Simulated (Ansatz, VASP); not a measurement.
## Al in VASP and in Ansatz

INCAR

```
PREC     = Accurate       # precision mode
ENCUT    = 520            # plane-wave cutoff, eV
EDIFF    = 1E-7           # SCF threshold, eV
ISMEAR   = 0              # smearing method
SIGMA    = 0.1            # smearing width, eV
LREAL    = F              # projectors in reciprocal space
LASPH    = T              # aspherical terms in the spheres
NELM     = 80             # most SCF steps
ALGO     = Fast           # electronic algorithm
ISIF     = 2              # what is computed and relaxed
LWAVE    = F              # write WAVECAR
LCHARG   = F              # write CHGCAR
GGA      = PE             # functional
NBANDS   = 8              # bands
```

The input KPOINTS:

```
Automatic mesh
0
Gamma
  6 6 6
```

POSCAR

```
Al
1.0
    0.0000000000      2.0248050000      2.0248050000
    2.0248050000      0.0000000000      2.0248050000
    2.0248050000      2.0248050000      0.0000000000
Al
1
Direct
    0.0000000000      0.0000000000      0.0000000000
```

Input for Ansatz:

```yaml
crystal:
  lattice:
    - [0.0, 2.024805, 2.024805]
    - [2.024805, 0.0, 2.024805]
    - [2.024805, 2.024805, 0.0]
  atoms:
    - { symbol: Al, position: [0.0, 0.0, 0.0] }
basis:
  ecutwfc: 420
kpoints:
  mp_grid: { grid: [6, 6, 6] }
hamiltonian:
  xc: pbe
scf:
  occupations: { method: gaussian, width: 0.1 }
output:
  forces: true
  stress: true
  eigenvalues: true
```

Alike in both runs: task single point; functional PBE; k mesh 6 × 6 × 6; occupations gaussian, width 0.1 eV; no spin polarisation.

|  | VASP | Ansatz |
| --- | --- | --- |
| version | VASP 6.6.1 | Ansatz 0.2.0 |
| potentials or method | VASP PAW PBE potentials, release 64 (Al), cutoff 520 eV | scalar-relativistic, plane waves, PAW |
| valence electrons in the cell | 3 | 3 |

|  | VASP | Ansatz | Ansatz less VASP |
| --- | --- | --- | --- |
| gap on the k mesh at the Fermi level (eV) | none | none | - |
| pressure (GPa) | 0.0 | 0.0 | +0.04 |

A gap of «none» marks a metal or a gap that the smearing closes. The functional is the same, so the differences come from potentials, cutoffs and numerics.

The k mesh is coarse, so the values compare programs but aren't converged.
